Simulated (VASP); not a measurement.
A run of VASP 6.6.1 is set up as follows.

INCAR

```
SYSTEM = BP
PREC = Accurate
ENCUT = 520
EDIFF = 1E-7
ISMEAR = 0
SIGMA = 0.014
LREAL = .False.
LASPH = .True.
NELM = 100
ALGO = Normal
ISIF = 2
LWAVE = .False.
LCHARG = .True.
GGA = PE
LELF = .True.
LVHAR = .True.
NBANDS = 11
```

File KPOINTS:

```
regular mesh
0
Gamma
  10 10 10
  0 0 0
```

File POSCAR:

```
BP
1.0
    0.0000000000      2.2690000000      2.2690000000
    2.2690000000      0.0000000000      2.2690000000
    2.2690000000      2.2690000000      0.0000000000
P B
1 1
Direct
    0.7500000000      0.7500000000      0.7500000000
    0.0000000000      0.0000000000      0.0000000000
```

Potentials or basis: VASP PAW PBE potentials, release 64 (P, B).

Launch:

```bash
$ cat potpaw_PBE.64/P/POTCAR potpaw_PBE.64/B/POTCAR > POTCAR
$ mpirun -np 1 vasp_std > vasp.out
```

(1) Estimate the band gap on the k mesh.

(2) What does it give for the pressure?

## Answers

(1) 1.24 eV, indirect (least direct gap 3.40 eV).

(2) 0.9 GPa.
